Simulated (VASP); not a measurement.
# Mg (P6_3/mmc) in VASP: further runs

The runs below take Mg through single point, relaxation of cell and atoms, with revPBE.

Everything below comes from runs of VASP 6.6.1. Logs are shortened: lines on timing, memory, paths and dates and some standing lists are left out, and cuts for length are marked.

## 1. The cell of the first run

Symmetry: P6_3/mmc, No. 194, hexagonal system. Conventional cell: a = 3.224 Å, b = 3.224 Å, c = 5.234 Å, α = 90.00°, β = 90.00°, γ = 120.00°. Within 4.2 Å of Mg (site symmetry -6m2) lie 12 Mg at 3.21 to 3.22 Å.

## 2. Single point, revPBE

The input, INCAR:

```
SYSTEM = Mg
  PREC = Accurate
  ENCUT = 520
  EDIFF = 1E-6
  ISMEAR = -1
  SIGMA = 0.1
  LREAL = .False.
  LASPH = .True.
  NELM = 80
  ALGO = Normal
  ISIF = 2
  LWAVE = .False.
  LCHARG = .False.
  GGA = RE
  NBANDS = 9
```

The input, KPOINTS:

```
Automatic mesh
0
Gamma
  11 11 6
  0 0 0
```

The input, POSCAR:

```
Mg
1.0
    3.2237887001      0.0000000000      0.0000000000
   -1.6118943500      2.7918829107      0.0000000000
    0.0000000000      0.0000000000      5.2342154169
Mg
2
Direct
    0.3333333333      0.6666666667      0.2500000000
    0.6666666667      0.3333333333      0.7500000000
```

Potentials or basis: VASP PAW PBE potentials, release 64 (Mg).

Run with:

```
cat potpaw_PBE.64/Mg/POTCAR > POTCAR
mpirun -np 1 vasp_std > vasp.out
```

OUTCAR:

```text
SYSTEM = Mg
   PREC = Accurate
   ENCUT = 520
   EDIFF = 1E-6
   ISMEAR = -1
   LREAL = .False.
   LASPH = .True.
   NELM = 80
   ISIF = 2
   GGA = RE

 ion  position               nearest neighbor table
   1  0.333  0.667  0.250-   2 3.21   2 3.21   2 3.21   2 3.21   2 3.21   2 3.21
   2  0.667  0.333  0.750-   1 3.21   1 3.21   1 3.21   1 3.21   1 3.21   1 3.21

  LATTYP: Found a hexagonal cell.
 ALAT       =     3.2237887001
 C/A-ratio  =     1.6236223598

  Lattice vectors:

 A1 = (   3.2237887001,   0.0000000000,   0.0000000000)
 A2 = (  -1.6118943500,   2.7918829107,   0.0000000000)
 A3 = (   0.0000000000,   0.0000000000,   5.2342154169)

Analysis of symmetry for initial positions (statically):
=====================================================================
 Subroutine PRICEL returns:
 Original cell was already a primitive cell.

 Routine SETGRP: Setting up the symmetry group for a
 hexagonal supercell.

 Subroutine GETGRP returns: Found 24 space group operations
 (whereof 12 operations were pure point group operations)
 out of a pool of 24 trial point group operations.

The static configuration has the point symmetry D_3d.
 The point group associated with its full space group is D_6h.

Analysis of symmetry for dynamics (positions and initial velocities):
=====================================================================
 Subroutine PRICEL returns:
 Original cell was already a primitive cell.

 Routine SETGRP: Setting up the symmetry group for a
 hexagonal supercell.

 Subroutine GETGRP returns: Found 24 space group operations
 (whereof 12 operations were pure point group operations)
 out of a pool of 24 trial point group operations.

The dynamic configuration has the point symmetry D_3d.
 The point group associated with its full space group is D_6h.

 Subroutine INISYM returns: Found 24 space group operations
 (whereof 12 operations are pure point group operations),
 and found     1 'primitive' translations

----------------------------------------------------------------------------------------

                                     Primitive cell

  volume of cell :      47.1102

  direct lattice vectors                    reciprocal lattice vectors
     3.223788700  0.000000000  0.000000000     0.310194027  0.179090605  0.000000000
    -1.611894350  2.791882911  0.000000000     0.000000000  0.358181210  0.000000000
     0.000000000  0.000000000  5.234215417     0.000000000  0.000000000  0.191050601

  length of vectors
     3.223788700  3.223788700  5.234215417     0.358181210  0.358181210  0.191050601

  position of ions in fractional coordinates (direct lattice)
     0.333333333  0.666666667  0.250000000
     0.666666667  0.333333333  0.750000000

  ion indices of the primitive-cell ions
   primitive index   ion index
                 1           1
                 2           2

----------------------------------------------------------------------------------------

 KPOINTS: Automatic mesh

Automatic generation of k-mesh.
 Grid dimensions read from file:
 generate k-points for:   11   11    6

 Generating k-lattice:

  Cartesian coordinates                     Fractional coordinates (reciprocal lattice)
     0.028199457  0.016280964  0.000000000     0.090909091 -0.000000000  0.000000000
     0.000000000  0.032561928  0.000000000     0.000000000  0.090909091  0.000000000
     0.000000000  0.000000000  0.031841767     0.000000000  0.000000000  0.166666667

  Length of vectors
     0.032561928  0.032561928  0.031841767

  Shift w.r.t. Gamma in fractional coordinates (k-lattice)
     0.000000000  0.000000000  0.000000000

 Subroutine IBZKPT returns following result:
 ===========================================

 Found     64 irreducible k-points:

 Following reciprocal coordinates:
            Coordinates               Weight
  0.000000  0.000000  0.000000      1.000000
  0.090909 -0.000000  0.000000      6.000000
  0.181818  0.000000  0.000000      6.000000
  0.272727  0.000000  0.000000      6.000000
  0.363636 -0.000000  0.000000      6.000000
  0.454545 -0.000000  0.000000      6.000000
[... 16 lines left out ...]
  0.090909  0.090909  0.166667     12.000000
  0.181818  0.090909  0.166667     24.000000
 [... further k-points ...]
   k-points           NKPTS =     64   k-points in BZ     NKDIM =     64   number of bands    NBANDS=      9
   number of dos      NEDOS =    301   number of ions     NIONS =      2
   total plane-waves  NPLWV =  23040
   dimension x,y,z NGX =    24 NGY =   24 NGZ =   40
   dimension x,y,z NGXF=    48 NGYF=   48 NGZF=   80
   ions per type =               2
   NGX,Y,Z   is equivalent  to a cutoff of  12.38, 12.38, 12.70 a.u.
   NGXF,Y,Z  is equivalent  to a cutoff of  24.75, 24.75, 25.41 a.u.
 SYSTEM =  Mg
   PREC   = accura    normal or accurate (medium, high low for compatibility)
   ISTART =      0    job   : 0-new  1-cont  2-samecut
   ICHARG =      2    charge: 1-file 2-atom 10-const
   ISPIN  =      1    spin polarized calculation?
   LNONCOLLINEAR =      F non collinear calculations
   LSORBIT =      F    spin-orbit coupling
   LASPH  =      T    aspherical Exc in radial PAW
   ENCUT  =  520.0 eV  38.22 Ry    6.18 a.u.   5.99  5.99  9.73*2*pi/ulx,y,z
   NELM   =     80;   NELMIN=  2; NELMDL= -5     # of ELM steps
   EDIFF  = 0.1E-05   stopping-criterion for ELM
   LREAL  =      F    real-space projection
   EDIFFG = 0.1E-04   stopping-criterion for IOM
   NSW    =      0    number of steps for IOM
   IBRION =     -1    ionic relax: 0-MD 1-quasi-New 2-CG
   NFREE  =      0    steps in history (QN), initial steepest desc. (CG)
   ISIF   =      2    stress and relaxation
   ISYM   =      2    0-nonsym 1-usesym 2-fastsym
   POTIM  = 0.5000    time-step for ionic-motion
   TEBEG  =    0.0;   TEEND  =   0.0 temperature during run
   PSTRESS=    0.0 pullay stress
   NELECT =       4.0000    total number of electrons
   NUPDOWN=      -1.0000    fix difference up-down
   EMIN   =  10.00;   EMAX   =-10.00  energy-range for DOS
   EFERMI =   0.00;   METHOD = LEGACY
   ISMEAR =    -1;   SIGMA  =   0.10  broadening in eV -4-tet -1-fermi 0-gaus
   EFERMI_NEDOS =   21; number of points for ismear=-14 and -15
   IALGO  =     38    algorithm
   IMIX   =      4    mixing-type and parameters
     AMIX     =   0.40;   BMIX     =  1.00
     AMIX_MAG =   1.60;   BMIX_MAG =  1.00
  volume/ion in A,a.u.               =      23.56       158.96
  Fermi-wavevector in a.u.,A,eV,Ry     =   0.719542  1.359738  7.044297  0.517741
  Thomas-Fermi vector in A             =   1.808765
   LORBIT       =      0    0 simple, 1 ext, 2 COOP (PROOUT), +10 PAW based schemes
   GGA     = RE    functional components
   LHFCALC =     F    Hartree Fock is set to
   AEXX    =    0.0000 exact exchange contribution
   IVDW    =     0    specifies the selected vdW correction
   LEPSILON=     F    determine dielectric tensor
   LRPA    =     F    only Hartree local field effects (RPA)
 non-spin polarized calculation
  energy-cutoff  :      520.00
  volume of cell :       47.11
 maximum number of plane-waves:      1296
 NGX is ok and might be reduce to    24
   NGX = 11   NGY = 11   NGZ = 19

 number of electron       4.0000000 magnetization

 Free energy of the ion-electron system (eV)
  ---------------------------------------------------
  ext. energy  EPLUGINS =         0.00000000
  ---------------------------------------------------
  free energy    TOTEN  =        -2.74686971 eV

  energy without entropy =       -2.72792155  energy(sigma->0) =       -2.73739563

 E-fermi :   2.5875     XC(G=0):  -8.3314

 val. band max:        2.4577445094   @ k =   0.3636   0.2727   0.5000
 cond. band min:       2.6887939768   @ k =   0.1818   0.1818   0.0000
 fundamental gap:      0.2310494674
 Fermi energy:         2.5875055120

 k-point     1 :       0.0000    0.0000    0.0000
  band No.  band energies     occupation
      1      -4.2320      2.00000
      2       0.9253      2.00000
      3       1.3701      1.99999
      4      13.3914      0.00000
      5      13.3914      0.00000
      6      13.4865      0.00000
      7      13.4865      0.00000
      8      14.2668      0.00000
      9      15.8066      0.00000

 k-point     2 :       0.0909   -0.0000    0.0000
  band No.  band energies     occupation
      1      -4.0722      2.00000
      2       1.0721      2.00000
      3       1.5253      1.99995
      4      10.9014      0.00000
      5      12.0902      0.00000
      6      12.8849      0.00000
      7      15.0026      0.00000
      8      15.1547      0.00000
      9      15.5377      0.00000

 k-point     3 :       0.1818    0.0000    0.0000
  band No.  band energies     occupation
      1      -3.5943      2.00000
      2       1.5126      1.99996
      3       1.9836      1.99524
      4       8.2049      0.00000
      5      11.0093      0.00000
      6      11.5620      0.00000
      7      12.8704      0.00000
      8      13.8903      0.00000
      9      15.5344      0.00000

 k-point     4 :       0.2727    0.0000    0.0000
  band No.  band energies     occupation
      1      -2.8029      2.00000
      2       2.2475      1.93540
      3       2.7055      0.47015
      4       5.7598      0.00000
      5      10.1190      0.00000
      6      10.1998      0.00000
      7      10.3863      0.00000
      8      12.2710      0.00000
      9      14.6350      0.00000

 k-point     5 :       0.3636   -0.0000    0.0000
  band No.  band energies     occupation
      1      -1.7059      2.00000
      2       3.0259      0.02465
      3       3.2771      0.00202
      4       4.2555      0.00000
      5       8.1735      0.00000
      6       8.4835      0.00000
      7       9.6613      0.00000
      8      11.2535      0.00000
      9      14.0254      0.00000

 k-point     6 :       0.4545   -0.0000    0.0000
  band No.  band energies     occupation
      1      -0.3152      2.00000
      2       1.3427      1.99999
      3       4.5936      0.00000
      4       5.2711      0.00000
      5       6.2619      0.00000
      6       6.8340      0.00000
      7       9.3924      0.00000
      8      10.7965      0.00000
      9      13.7186      0.00000
[... 169 lines left out ...]
 k-point    21 :       0.3636   -0.0000    0.1667
  band No.  band energies     occupation
      1      -1.5570      2.00000
      2       1.9003      1.99793
      3       3.5108      0.00020
      4       5.5228      0.00000
      5       6.9107      0.00000
      6       9.7830      0.00000
      7       9.7902      0.00000
      8      11.5941      0.00000
      9      12.8932      0.00000

 k-point    22 :       0.4545   -0.0000    0.1667
  band No.  band energies     occupation
      1      -0.1695      2.00000
      2       1.4705      1.99997
      3       3.3823      0.00071
      4       4.9641      0.00000
      5       6.7986      0.00000
      6       8.2570      0.00000
      7       9.5213      0.00000
      8      11.0125      0.00000
      9      12.6166      0.00000

 k-point    23 :       0.0909    0.0909    0.1667
  band No.  band energies     occupation
      1      -3.6012      2.00000
      2      -0.0229      2.00000
      3       3.4829      0.00026
      4       9.6088      0.00000
      5       9.9086      0.00000
      6      12.7584      0.00000
      7      13.0252      0.00000
      8      13.5309      0.00000
      9      14.8933      0.00000

 k-point    24 :       0.1818    0.0909    0.1667
  band No.  band energies     occupation
      1      -2.9675      2.00000
      2       0.5847      2.00000
      3       4.0445      0.00000
      4       7.1787      0.00000
      5       8.7249      0.00000
      6      10.5471      0.00000
      7      12.0201      0.00000
      8      13.3523      0.00000
      9      13.8426      0.00000

 [... further k-points ...]
[... 5 lines left out ...]
  --------------------------------------------------------------------------------------
  -------------------------------------------------------------------------------------
  Total       -0.0542167     -0.0542167     -0.0536940     -0.0000000      0.0000000      0.0000000
  in kB       -1.8438598     -1.8438598     -1.8260842     -0.0000000      0.0000000      0.0000000
  external PRESSURE =      -1.8379346 kB  Pullay stress =       0.0000000 kB

 VOLUME and BASIS-vectors are now :
 -----------------------------------------------------------------------------
  energy-cutoff  :      520.00
  volume of cell :       47.11
      direct lattice vectors                 reciprocal lattice vectors
     3.223788700  0.000000000  0.000000000     0.310194027  0.179090605  0.000000000
    -1.611894350  2.791882911  0.000000000     0.000000000  0.358181210  0.000000000
     0.000000000  0.000000000  5.234215417     0.000000000  0.000000000  0.191050601

 POSITION                                       TOTAL-FORCE (eV/Angst)
 -----------------------------------------------------------------------------------
     -0.00000      1.86126      1.30855         0.000000      0.000000      0.000000
      1.61189      0.93063      3.92566        -0.000000     -0.000000      0.000000
 -----------------------------------------------------------------------------------
    total drift:                                0.000000     -0.000000      0.000000

  FREE ENERGIE OF THE ION-ELECTRON SYSTEM (eV)
  ---------------------------------------------------
  free  energy   TOTEN  =        -2.7468697095 eV

  energy  without entropy=       -2.7279215486  energy(sigma->0) =       -2.73739563
```

Run time: 8.7 s. Hardware: 1 thread of Intel Xeon 6975P-C, shared host; peak memory 0.17 GiB.

What came out:

* Free energy: -2.7469 eV
* Pressure: -0.2 GPa
* Band gap on the k mesh: zero (band 2 reaches 3.45 eV, above the bottom of band 3 at 1.37 eV)

Levels at points of the mesh, in eV from the Fermi level:
| k point | band 1 | band 2 | band 3 | band 4 | band 5 | band 6 |
| --- | --- | --- | --- | --- | --- | --- |
| (0.00, 0.00, 0.00) | -6.82 | -1.66 | -1.22 | 10.80 | 10.80 | 10.90 |
| (0.00, 0.00, 0.50) | -5.45 | -5.45 | 4.96 | 4.96 | 11.55 | 11.55 |

Caveat: the PAW data sets were made with another functional, which shifts forces and pressure a little.

(Continued in part 2 of 2.)
